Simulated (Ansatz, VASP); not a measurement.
Two plane-wave programs on AgI

```
Ag I
1.0
     4.79040    0.00000    0.00000
    -2.39520    4.14861    0.00000
     0.00000    0.00000    7.82728
Ag I
2 2
Direct
  0.33333 0.66667 0.00000
  0.66667 0.33333 0.50000
  0.33333 0.66667 0.37500
  0.66667 0.33333 0.87500
```

Change from the starting cell: hydrostatic strain +3.0%.

Alike in both runs: task single point; functional PBE; k mesh 6 × 6 × 4; occupations fermi-dirac, width 0.02 eV; no spin polarisation.

|  | VASP | Ansatz |
| --- | --- | --- |
| version | VASP 6.6.1 | Ansatz 0.2.0 |
| potentials or method | VASP PAW PBE potentials, release 64 (Ag, I) | plane waves, PAW |
| plane-wave cutoff (eV) | 500 | 420 |
| valence electrons in the cell | 36 | 72 |

```tsv
	VASP	Ansatz	Ansatz less VASP
gap on the k mesh at the Fermi level (eV)	1.37	1.37	-0.002
pressure (GPa)	-1.5	-1.4	+0.04
```

The functional is the same, so the differences come from potentials, cutoffs and numerics. VASP's potentials hold 36 valence electrons a cell and Ansatz's 72, so a difference there can come from the potentials and not from the codes.

Neither program's run includes spin-orbit coupling.
